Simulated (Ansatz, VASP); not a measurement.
One calculation of PbO, two programs

```
Pb O
1.0
     3.98826    0.00000    0.00000
     0.00000    3.98826    0.00000
     0.00000    0.00000    5.33194
Pb O
2 2
Direct
  0.00000 0.50000 0.22275
  0.50000 0.00000 0.77725
  0.00000 0.00000 0.00000
  0.50000 0.50000 0.00000
```

Alike in both runs: functional r2SCAN; k mesh 8 × 8 × 6; occupations gaussian, width 0.02 eV; no spin polarisation.

Ansatz relaxed the structure, and its values are those at the end. VASP's run is a single point on that final structure, the one shown.

|  | VASP | Ansatz |
| --- | --- | --- |
| version | VASP 6.6.1 | Ansatz 0.2.0 |
| potentials or method | VASP PAW PBE potentials, release 64 (Pb_d, O), cutoff 520 eV | scalar-relativistic, plane waves, PAW |
| valence electrons in the cell | 40 | 40 |

Ansatz gave:

* gap on the k mesh at the Fermi level (eV): 1.85
* least direct gap on the mesh (eV): 2.53
* pressure (GPa): 0.0
* rms of the force components (eV/Å): 0.000

Q: Which values does VASP return?

A: gap on the k mesh at the Fermi level (eV): 1.84; least direct gap on the mesh (eV): 2.50; pressure (GPa): 0.4; rms of the force components (eV/Å): 0.044.

VASP's potentials were made for PBE, not for r2SCAN. With one functional, cell and mesh, what is left measures potentials, basis and numerics.

Neither program's run includes spin-orbit coupling.
